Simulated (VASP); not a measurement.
# Fe in VASP: a series of runs

Fe is run at these levels: PBE; tasks: single point.

All numbers are computed with VASP 6.6.1; they aren't measurements. Logs are shortened: lines on timing, memory, paths and dates and some standing lists are left out, and cuts for length are marked.

### 1 The cell of the first run

The cell holds a wire or tube with vacuum around it, 2 atoms: a = 10.000 Å, b = 9.300 Å, c = 2.540 Å, α = 90.00°, β = 90.00°, γ = 90.00°.

### 2 Single point, PBE, collinear spin, ferromagnetic start

INCAR reads:

```
SYSTEM = Fe
  PREC = Accurate
  ENCUT = 510
  EDIFF = 1E-6
  ISMEAR = 0
  SIGMA = 0.05
  LREAL = .FALSE.
  LASPH = .TRUE.
  NELM = 200
  ALGO = Normal
  ISIF = 2
  LWAVE = .FALSE.
  LCHARG = .TRUE.
  ISPIN = 2
  MAGMOM = 2.44 2.44
  LORBIT = 11
  LMAXMIX = 4
  GGA = PE
  LELF = .TRUE.
  LVHAR = .TRUE.
  NBANDS = 27
  GGA_COMPAT = .FALSE.
```

KPOINTS reads:

```
regular mesh
0
G
  1 1 16
  0 0 0
```

POSCAR reads:

```
Fe
1.0
   10.0000000000      0.0000000000      0.0000000000
    0.0000000000      9.3000000000      0.0000000000
    0.0000000000      0.0000000000      2.5398259963
Fe
2
Direct
    0.4076841691      0.5000000000      0.0000000000
    0.5923158309      0.5000000000      0.5000000000
```

Potentials or basis: VASP PAW PBE potentials, release 64 (Fe_sv).

The run is started by

```sh
cat potpaw_PBE.64/Fe_sv/POTCAR > POTCAR
mpirun -np 1 vasp_std > vasp.out
```

OUTCAR:

```text
SYSTEM = Fe
   PREC = Accurate
   ENCUT = 510
   EDIFF = 1E-6
   ISMEAR = 0
   LREAL = .FALSE.
   LASPH = .TRUE.
   NELM = 200
   ISIF = 2
   ISPIN = 2
   LORBIT = 11
   GGA = PE

 ion  position               nearest neighbor table
   1  0.408  0.500  0.000-   2 2.24   2 2.24
   2  0.592  0.500  0.500-   1 2.24   1 2.24

  LATTYP: Found a simple orthorhombic cell.
 ALAT       =     2.5398259963
 B/A-ratio  =     3.6616681669
 C/A-ratio  =     3.9372775988

  Lattice vectors:

 A1 = (   0.0000000000,   0.0000000000,  -2.5398259963)
 A2 = (   0.0000000000,   9.3000000000,   0.0000000000)
 A3 = (  10.0000000000,   0.0000000000,   0.0000000000)

Analysis of symmetry for initial positions (statically):
=====================================================================
 Subroutine PRICEL returns:
 Original cell was already a primitive cell.

 Routine SETGRP: Setting up the symmetry group for a
 simple orthorhombic supercell.

 Subroutine GETGRP returns: Found  8 space group operations
 (whereof  4 operations were pure point group operations)
 out of a pool of  8 trial point group operations.

The static configuration has the point symmetry C_2v.
 The point group associated with its full space group is D_2h.

Analysis of symmetry for dynamics (positions and initial velocities):
=====================================================================
 Subroutine PRICEL returns:
 Original cell was already a primitive cell.

 Routine SETGRP: Setting up the symmetry group for a
 simple orthorhombic supercell.

 Subroutine GETGRP returns: Found  8 space group operations
 (whereof  4 operations were pure point group operations)
 out of a pool of  8 trial point group operations.

The dynamic configuration has the point symmetry C_2v.
 The point group associated with its full space group is D_2h.

Analysis of structural, dynamic, and magnetic symmetry:
=====================================================================
 Subroutine PRICEL returns:
 Original cell was already a primitive cell.

 Routine SETGRP: Setting up the symmetry group for a
 simple orthorhombic supercell.

 Subroutine GETGRP returns: Found  8 space group operations
 (whereof  4 operations were pure point group operations)
 out of a pool of  8 trial point group operations.

The overall configuration has the point symmetry C_2v.
 The point group associated with its full space group is D_2h.

 Subroutine INISYM returns: Found  8 space group operations
 (whereof  4 operations are pure point group operations),
 and found     1 'primitive' translations

----------------------------------------------------------------------------------------

                                     Primitive cell

  volume of cell :     236.2038

  direct lattice vectors                    reciprocal lattice vectors
    10.000000000  0.000000000  0.000000000     0.100000000  0.000000000  0.000000000
     0.000000000  9.300000000  0.000000000     0.000000000  0.107526882  0.000000000
     0.000000000  0.000000000  2.539825996     0.000000000  0.000000000  0.393727760

  length of vectors
    10.000000000  9.300000000  2.539825996     0.100000000  0.107526882  0.393727760

  position of ions in fractional coordinates (direct lattice)
     0.407684169  0.500000000  0.000000000
     0.592315831  0.500000000  0.500000000

  ion indices of the primitive-cell ions
   primitive index   ion index
                 1           1
                 2           2

----------------------------------------------------------------------------------------

 KPOINTS: regular mesh

Automatic generation of k-mesh.
 Grid dimensions read from file:
 generate k-points for:    1    1   16

 Generating k-lattice:

  Cartesian coordinates                     Fractional coordinates (reciprocal lattice)
     0.100000000  0.000000000  0.000000000     1.000000000  0.000000000  0.000000000
     0.000000000  0.107526882  0.000000000     0.000000000  1.000000000  0.000000000
     0.000000000  0.000000000  0.024607985     0.000000000  0.000000000  0.062500000

  Length of vectors
     0.100000000  0.107526882  0.024607985

  Shift w.r.t. Gamma in fractional coordinates (k-lattice)
     0.000000000  0.000000000  0.000000000

 Subroutine IBZKPT returns following result:
 ===========================================

 Found      9 irreducible k-points:

 Following reciprocal coordinates:
            Coordinates               Weight
  0.000000  0.000000  0.000000      1.000000
  0.000000  0.000000  0.062500      2.000000
  0.000000  0.000000  0.125000      2.000000
  0.000000  0.000000  0.187500      2.000000
  0.000000  0.000000  0.250000      2.000000
  0.000000  0.000000  0.312500      2.000000
  0.000000  0.000000  0.375000      2.000000
  0.000000  0.000000  0.437500      2.000000
  0.000000  0.000000  0.500000      1.000000
   k-points           NKPTS =      9   k-points in BZ     NKDIM =      9   number of bands    NBANDS=     27
   number of dos      NEDOS =    301   number of ions     NIONS =      2
   total plane-waves  NPLWV = 112000
   dimension x,y,z NGX =    80 NGY =   70 NGZ =   20
   dimension x,y,z NGXF=   160 NGYF=  140 NGZF=   40
   ions per type =               2
   NGX,Y,Z   is equivalent  to a cutoff of  13.30, 12.51, 13.09 a.u.
   NGXF,Y,Z  is equivalent  to a cutoff of  26.60, 25.03, 26.18 a.u.
 SYSTEM =  Fe
   PREC   = accura    normal or accurate (medium, high low for compatibility)
   ISTART =      0    job   : 0-new  1-cont  2-samecut
   ICHARG =      2    charge: 1-file 2-atom 10-const
   ISPIN  =      2    spin polarized calculation?
   LNONCOLLINEAR =      F non collinear calculations
   LSORBIT =      F    spin-orbit coupling
   LASPH  =      T    aspherical Exc in radial PAW
   ENCUT  =  510.0 eV  37.48 Ry    6.12 a.u.  18.41 17.12  4.68*2*pi/ulx,y,z
   NELM   =    200;   NELMIN=  2; NELMDL= -5     # of ELM steps
   EDIFF  = 0.1E-05   stopping-criterion for ELM
   LREAL  =      F    real-space projection
   EDIFFG = 0.1E-04   stopping-criterion for IOM
   NSW    =      0    number of steps for IOM
   IBRION =     -1    ionic relax: 0-MD 1-quasi-New 2-CG
   NFREE  =      0    steps in history (QN), initial steepest desc. (CG)
   ISIF   =      2    stress and relaxation
   ISYM   =      2    0-nonsym 1-usesym 2-fastsym
   POTIM  = 0.5000    time-step for ionic-motion
   TEBEG  =    0.0;   TEEND  =   0.0 temperature during run
   PSTRESS=    0.0 pullay stress
   NELECT =      32.0000    total number of electrons
   NUPDOWN=      -1.0000    fix difference up-down
   EMIN   =  10.00;   EMAX   =-10.00  energy-range for DOS
   EFERMI =   0.00;   METHOD = LEGACY
   ISMEAR =     0;   SIGMA  =   0.05  broadening in eV -4-tet -1-fermi 0-gaus
   EFERMI_NEDOS =   21; number of points for ismear=-14 and -15
   IALGO  =     38    algorithm
   IMIX   =      4    mixing-type and parameters
     AMIX     =   0.40;   BMIX     =  1.00
     AMIX_MAG =   1.60;   BMIX_MAG =  1.00
  volume/ion in A,a.u.               =     118.10       796.99
  Fermi-wavevector in a.u.,A,eV,Ry     =   0.840806  1.588893  9.618705  0.706955
  Thomas-Fermi vector in A             =   1.955248
   LORBIT       =     11    0 simple, 1 ext, 2 COOP (PROOUT), +10 PAW based schemes
   GGA     = PE    functional components
   LHFCALC =     F    Hartree Fock is set to
   AEXX    =    0.0000 exact exchange contribution
   IVDW    =     0    specifies the selected vdW correction
   LEPSILON=     F    determine dielectric tensor
   LRPA    =     F    only Hartree local field effects (RPA)
 spin polarized calculation
 Gauss-broadening in eV      SIGMA  =   0.05
  energy-cutoff  :      510.00
  volume of cell :      236.20
 maximum number of plane-waves:      6199
 NGX is ok and might be reduce to    80

 number of electron      32.0000014 magnetization       6.4733213

 Free energy of the ion-electron system (eV)
  ---------------------------------------------------
  ext. energy  EPLUGINS =         0.00000000
  ---------------------------------------------------
  free energy    TOTEN  =       -12.15694415 eV

  energy without entropy =      -12.15421751  energy(sigma->0) =      -12.15558083

 E-fermi :  -2.3339     XC(G=0):  -2.9899

 val. band max:       -2.3458863504   @ k =   0.0000   0.0000   0.2500
 cond. band min:      -2.2156131912   @ k =   0.0000   0.0000   0.3125
 fundamental gap:      0.1302731593
 Fermi energy:        -2.3339335968

 spin component 1

 k-point     1 :       0.0000    0.0000    0.0000
  band No.  band energies     occupation
      1     -90.8514      1.00000
      2     -90.7525      1.00000
      3     -57.0439      1.00000
      4     -57.0280      1.00000
      5     -56.9571      1.00000
      6     -56.7156      1.00000
[... 19 lines left out ...]
     26       2.6800      0.00000
     27       2.6939      0.00000
[... 211 lines left out ...]
 k-point     9 :       0.0000    0.0000    0.5000
  band No.  band energies     occupation
      1     -90.7795      1.00000
      2     -90.7795      1.00000
      3     -56.9961      1.00000
      4     -56.9961      1.00000
      5     -56.9732      1.00000
      6     -56.9732      1.00000
[... 19 lines left out ...]
     26       6.1284      0.00000
     27       7.1755      0.00000
 Fermi energy:        -2.3339335968

 spin component 2

 k-point     1 :       0.0000    0.0000    0.0000
  band No.  band energies     occupation
      1     -87.5402      1.00000
      2     -87.4312      1.00000
      3     -53.8855      1.00000
      4     -53.6403      1.00000
      5     -53.5719      1.00000
      6     -53.5585      1.00000
[... 19 lines left out ...]
     26       2.9310      0.00000
     27       3.1007      0.00000
[... 211 lines left out ...]
 k-point     9 :       0.0000    0.0000    0.5000
  band No.  band energies     occupation
      1     -87.4608      1.00000
      2     -87.4608      1.00000
      3     -53.8644      1.00000
      4     -53.8644      1.00000
      5     -53.5769      1.00000
      6     -53.5769      1.00000
[... 19 lines left out ...]
     26       6.7484      0.00000
     27       7.3515      0.00000

------------------------ aborting loop because EDIFF is reached ----------------------------------------

  FORCE on cell =-STRESS in cart. coord.  units (eV):
  Direction    XX          YY          ZZ          XY          YZ          ZX
  --------------------------------------------------------------------------------------
  -------------------------------------------------------------------------------------
  Total       -0.2913625     -0.3666691     -0.3794303      0.0000000      0.0000000      0.0000000
  in kB       -1.9763199     -2.4871275     -2.5736864      0.0000000      0.0000000      0.0000000
  external PRESSURE =      -2.3457113 kB  Pullay stress =       0.0000000 kB

 VOLUME and BASIS-vectors are now :
 -----------------------------------------------------------------------------
  energy-cutoff  :      510.00
  volume of cell :      236.20
      direct lattice vectors                 reciprocal lattice vectors
    10.000000000  0.000000000  0.000000000     0.100000000  0.000000000  0.000000000
     0.000000000  9.300000000  0.000000000     0.000000000  0.107526882  0.000000000
     0.000000000  0.000000000  2.539825996     0.000000000  0.000000000  0.393727760

 POSITION                                       TOTAL-FORCE (eV/Angst)
 -----------------------------------------------------------------------------------
      4.07684      4.65000      0.00000         0.001445      0.000000      0.000000
      5.92316      4.65000      1.26991        -0.001445      0.000000      0.000000
 -----------------------------------------------------------------------------------
    total drift:                               -0.000000      0.000000      0.000000

  FREE ENERGIE OF THE ION-ELECTRON SYSTEM (eV)
  ---------------------------------------------------
  free  energy   TOTEN  =       -12.1569441505 eV

  energy  without entropy=      -12.1542175083  energy(sigma->0) =      -12.15558083

 total charge

# of ion       s       p       d       tot
------------------------------------------
    1        2.206   5.973   5.585  13.765
    2        2.206   5.973   5.585  13.765
--------------------------------------------------
tot          4.412  11.947  11.171  27.530

 magnetization (x)

# of ion       s       p       d       tot
------------------------------------------
    1        0.026   0.010   2.777   2.814
    2        0.026   0.010   2.777   2.814
--------------------------------------------------
tot          0.053   0.020   5.555   5.627
```

Run time: 3 min. Hardware: 1 thread of Intel Xeon Platinum 8259CL at 2.50GHz (Skylake/Cascade Lake), shared host; peak memory 0.43 GiB.

What came out:

```yaml
Free_energy: -12.1569 eV
Net_moment: 6.47 μB per cell
Site_moments: Fe +2.81 μB
Valence_electrons_inside_the_program's_atomic_spheres: Fe 13.77
```

Levels at points of the mesh, in eV from the Fermi level:
Spin up:
```csv
k point,band 16,band 17,band 18,band 19,band 20,band 21,band 22,band 23
"(0.00, 0.00, 0.00)",-1.93,-1.74,-1.27,-1.04,-0.38,0.69,1.71,3.68
"(0.00, 0.00, 0.50)",-1.81,-1.41,-1.41,2.17,2.17,5.28,5.28,7.04
```
Spin down:
```csv
k point,band 10,band 11,band 12,band 13,band 14,band 15,band 16,band 17
"(0.00, 0.00, 0.00)",-2.48,-1.04,-0.43,-0.06,0.57,0.71,0.99,1.06
"(0.00, 0.00, 0.50)",-1.79,-1.01,-1.01,1.07,1.07,1.15,1.15,1.25
```

### 3 Single point, PBE, collinear spin, ferromagnetic start

This run uses another cell than the first one: it holds 8 atoms, not 2.

INCAR reads:

```
SYSTEM = Fe
ALGO = Normal
EDIFF = 1E-6
ENCUT = 520
GGA = PE
ISIF = 2
ISMEAR = 0
ISPIN = 2
LASPH = .True.
LCHARG = .False.
LMAXMIX = 4
LORBIT = 11
LREAL = .False.
LUSENCCL = .False.
LWAVE = .False.
MAGMOM = 2.44 2.44 2.44 2.44 2.44 2.44 2.44 2.44
NBANDS = 46
NELM = 150
PREC = Accurate
SIGMA = 0.05
```

KPOINTS reads:

```
k-points
0
Gamma
  1 1 8
  0 0 0
```

POSCAR reads:

```
Fe
1.0
   13.0000000000      0.0000000000      0.0000000000
    0.0000000000     13.5000000000      0.0000000000
    0.0000000000      0.0000000000      4.0044584311
Fe
8
Direct
    0.5000000000      0.5524366613      0.0000000000
    0.5000000000      0.3426900160      0.0000000000
    0.3459823680      0.5524366613      0.5000000000
    0.6540176320      0.5524366613      0.5000000000
    0.3459823680      0.4475633387      0.0000000000
    0.6540176320      0.4475633387      0.0000000000
    0.5000000000      0.6573099840      0.5000000000
    0.5000000000      0.4475633387      0.5000000000
```

Potentials or basis: VASP PAW PBE potentials, release 64 (Fe).

The run is started by

```sh
cat potpaw_PBE.64/Fe/POTCAR > POTCAR
mpirun -np 1 vasp_std > vasp.out
```

OUTCAR:

```text
SYSTEM = Fe
   EDIFF = 1E-6
   ENCUT = 520
   GGA = PE
   ISIF = 2
   ISMEAR = 0
   ISPIN = 2
   LASPH = .True.
   LORBIT = 11
   LREAL = .False.
   NELM = 150
   PREC = Accurate

 ion  position               nearest neighbor table
   1  0.500  0.552  0.000-   8 2.45   8 2.45   5 2.45   6 2.45   7 2.45   7 2.45   2 2.83   3 2.83
                             4 2.83   3 2.83   4 2.83
   2  0.500  0.343  0.000-   8 2.45   8 2.45   5 2.45   6 2.45   1 2.83
   3  0.346  0.552  0.500-   5 2.45   5 2.45   8 2.45   7 2.45   1 2.83   1 2.83
   4  0.654  0.552  0.500-   6 2.45   6 2.45   8 2.45   7 2.45   1 2.83   1 2.83
   5  0.346  0.448  0.000-   3 2.45   3 2.45   1 2.45   2 2.45   8 2.83   8 2.83
   6  0.654  0.448  0.000-   4 2.45   4 2.45   1 2.45   2 2.45   8 2.83   8 2.83
[... 708 lines left out ...]
      8.50223      6.04211      0.00000        -1.037310     -0.140475     -0.000000
      6.50000      8.87368      2.00223         0.000000     -1.231539      0.000000
      6.50000      6.04211      2.00223         0.000000     -0.222843      0.000000
 -----------------------------------------------------------------------------------
    total drift:                                0.000000      0.000000      0.000000

  FREE ENERGIE OF THE ION-ELECTRON SYSTEM (eV)
  ---------------------------------------------------
  free  energy   TOTEN  =       -54.1148464919 eV

  energy  without entropy=      -54.1033561032  energy(sigma->0) =      -54.10910130

 total charge

# of ion       s       p       d       tot
------------------------------------------
    1        0.458   0.426   6.217   7.101
    2        0.470   0.214   6.234   6.918
    3        0.451   0.256   6.221   6.928
    4        0.451   0.256   6.221   6.928
    5        0.451   0.256   6.221   6.928
    6        0.451   0.256   6.221   6.928
    7        0.470   0.214   6.234   6.918
    8        0.458   0.426   6.217   7.101
--------------------------------------------------
tot          3.661   2.304  49.785  55.750

 magnetization (x)

# of ion       s       p       d       tot
------------------------------------------
    1       -0.011  -0.050   2.528   2.468
    2        0.011  -0.000   2.867   2.879
    3        0.002   0.004   2.793   2.799
    4        0.002   0.004   2.793   2.799
    5        0.002   0.004   2.793   2.799
    6        0.002   0.004   2.793   2.799
    7        0.011  -0.000   2.867   2.879
    8       -0.011  -0.050   2.528   2.468
--------------------------------------------------
tot          0.009  -0.084  21.964  21.889
```

Run time: 2.7 min. Hardware: 1 × NVIDIA H100 80GB with 1 thread of Intel Xeon Platinum 8481C at 2.70GHz (Sapphire Rapids), shared host; peak memory 1.6 GiB.

What came out:

| Item | Value |
| --- | --- |
| Free energy | -54.1148 eV |
| Largest force | 1.232 eV/Å |
| Net moment | 23.00 μB per cell |
| Site moments | Fe +2.47, +2.88, +2.80 (each value once) μB |
| Valence electrons inside the program's atomic spheres | Fe 7.10, 6.92, 6.93 (each value once) |

Forces in eV/Å, atoms in the order of the input:
```
Fe   0.000  0.223  0.000
Fe   0.000  1.232  0.000
Fe   1.037  0.140  0.000
Fe  -1.037  0.140  0.000
Fe   1.037 -0.140  0.000
Fe  -1.037 -0.140  0.000
Fe   0.000 -1.232  0.000
Fe   0.000 -0.223  0.000
```

Levels at points of the mesh, in eV from the Fermi level:
Spin up:
```csv
k point,band 42,band 43,band 44,band 45,band 46
"(0.00, 0.00, 0.00)",-0.73,-0.58,-0.39,0.28,0.35
"(0.00, 0.00, 0.50)",-0.77,0.18,0.18,0.55,0.55
```
Spin down:
```
           k point  band 17  band 18  band 19  band 20  band 21  band 22  band 23  band 24
(0.00, 0.00, 0.00)    -0.56    -0.52    -0.26    -0.23     0.04     0.04     0.55     0.62
(0.00, 0.00, 0.50)    -0.48    -0.48    -0.23    -0.23     0.20     0.20     0.39     0.39
```
